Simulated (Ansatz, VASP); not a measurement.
**Two plane-wave programs on Rh**

Contents of POSCAR:

```
Rh
1.0
    2.7309790422      0.0000000000      0.0000000000
   -1.3654895211      2.3650972278      0.0000000000
    0.0000000000      0.0000000000      4.4284890000
Rh
2
Direct
    0.6666666667      0.3333333333      0.6822568036
    0.3333333333      0.6666666667      0.2500000000
```

The input INCAR.step1:

```
PREC     = Accurate       # precision mode
ENCUT    = 520            # plane-wave cutoff, eV
ISMEAR   = 0              # smearing method
SIGMA    = 0.15           # smearing width, eV
LREAL    = False          # projectors in reciprocal space
LASPH    = True           # aspherical terms in the spheres
NELM     = 80             # most SCF steps
NBANDS   = 22             # bands
GGA      = PE             # functional
ALGO     = Normal         # electronic algorithm
EDIFF    = 1E-4           # SCF threshold, eV
LWAVE    = True           # write WAVECAR
LCHARG   = False          # write CHGCAR
```

INCAR.step2

```
PREC     = Accurate       # precision mode
ENCUT    = 520            # plane-wave cutoff, eV
EDIFF    = 1E-7           # SCF threshold, eV
ISMEAR   = 0              # smearing method
SIGMA    = 0.15           # smearing width, eV
LREAL    = False          # projectors in reciprocal space
LASPH    = True           # aspherical terms in the spheres
NELM     = 80             # most SCF steps
ALGO     = Normal         # electronic algorithm
ISIF     = 2              # what is computed and relaxed
LWAVE    = False          # write WAVECAR
LCHARG   = False          # write CHGCAR
METAGGA  = R2SCAN         # meta-GGA
LMIXTAU  = True         
NBANDS   = 22             # bands
ISTART   = 1
```

Contents of KPOINTS:

```
regular mesh
0
Gamma
  18 18 12
```

Input for Ansatz:

```yaml
crystal:
  lattice:
    - [2.7309790422, 0.0, 0.0]
    - [-1.3654895211, 2.3650972278, 0.0]
    - [0.0, 0.0, 4.428489]
  atoms:
    - { symbol: Rh, position: [0.6666666667, 0.3333333333, 0.6822568036] }
    - { symbol: Rh, position: [0.3333333333, 0.6666666667, 0.25] }
basis:
  ecutwfc: 500
kpoints:
  mp_grid: { grid: [18, 18, 12] }
hamiltonian:
  xc: r2scan
scf:
  occupations: { method: gaussian, width: 0.15 }
output:
  forces: true
  stress: true
  eigenvalues: true
```

Alike in both runs: task single point; functional r2SCAN; k mesh 18 × 18 × 12; occupations gaussian, width 0.15 eV; no spin polarisation.

|  | VASP | Ansatz |
| --- | --- | --- |
| version | VASP 6.6.1 | Ansatz 0.2.0 |
| potentials or method | VASP PAW PBE potentials, release 64 (Rh_pv), cutoff 520 eV | scalar-relativistic, plane waves, PAW |
| valence electrons in the cell | 30 | 34 |

VASP gave:

```
gap on the k mesh at the Fermi level (eV)                     : none
pressure (GPa)                                                : 4.2
traceless stress, the component that is largest in VASP (GPa) : 4.54
rms of the force components (eV/Å)                            : 1.716
```

Which values does Ansatz return?

gap on the k mesh at the Fermi level (eV): none; pressure (GPa): 2.9; traceless stress, the component that is largest in VASP (GPa): 4.32; rms of the force components (eV/Å): 1.655.

VASP's potentials were made for PBE, not for r2SCAN. Atom by atom the forces differ by 0.062 eV/Å (rms over components). A gap of «none» marks a metal or a gap that the smearing closes. The functional is the same, so the differences come from potentials, cutoffs and numerics. VASP's potentials hold 30 valence electrons a cell and Ansatz's 34, so a difference there can come from the potentials and not from the codes.
